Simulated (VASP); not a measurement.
## AlFe: single point with PBE

AlFe:

```xyz
2
Lattice="2.8157 0.0000 0.0000 0.0000 2.8157 0.0000 0.0000 0.0000 2.8157" Properties=species:S:1:pos:R:3 pbc="T T T"
Al    0.0000    0.0000    0.0000
Fe    1.4078    1.4078    1.4078
```

This cell differs from its parent crystal: volume scaled by 0.94.

```yaml
Program: VASP 6.6.1
Task: single point
Functional: PBE
Potentials_or_basis: VASP PAW PBE potentials, release 64 (Al, Fe)
Cutoff: 520 eV
k_mesh: 14 × 14 × 14
Occupations: gaussian, width 0.1 eV
Spin: collinear spin, ferromagnetic start
Starting_moments: "[0.0, 0.77] μB"
```

```json
{
  "Pressure": "12.4 GPa",
  "Net moment": "0.64 μB per cell",
  "Site moments": "Al -0.02; Fe +0.67 μB",
  "Valence electrons inside the program's atomic spheres": "Al 0.88; Fe 7.55"
}
```

Levels at points of the mesh, in eV from the Fermi level:
Spin up:
```
           k point  band 4  band 5  band 6  band 7  band 8  band 9
(0.00, 0.00, 0.00)   -0.31   -0.31   -0.31    6.76    6.76    6.76
(0.50, 0.00, 0.00)   -1.34   -1.34   -0.17    1.09    8.86   11.50
(0.50, 0.50, 0.00)   -2.15   -1.10   -1.10    0.59    3.58    4.54
(0.50, 0.50, 0.50)    0.64    0.64    3.08    3.08    3.08    4.91
```
Spin down:
| k point | band 3 | band 4 | band 5 | band 6 | band 7 | band 8 |
| --- | --- | --- | --- | --- | --- | --- |
| (0.00, 0.00, 0.00) | -2.36 | 0.46 | 0.46 | 0.46 | 6.81 | 6.81 |
| (0.50, 0.00, 0.00) | -1.61 | -0.67 | -0.67 | 0.61 | 1.53 | 8.77 |
| (0.50, 0.50, 0.00) | -2.15 | -2.15 | -0.40 | -0.40 | 1.07 | 3.89 |
| (0.50, 0.50, 0.50) | -3.43 | 1.12 | 1.12 | 3.15 | 3.15 | 3.15 |

Wall time 2.1 min on 1 thread of AMD EPYC 7R43 64-Core Processor (Zen 3) (shared host), peak memory 0.16 GiB.
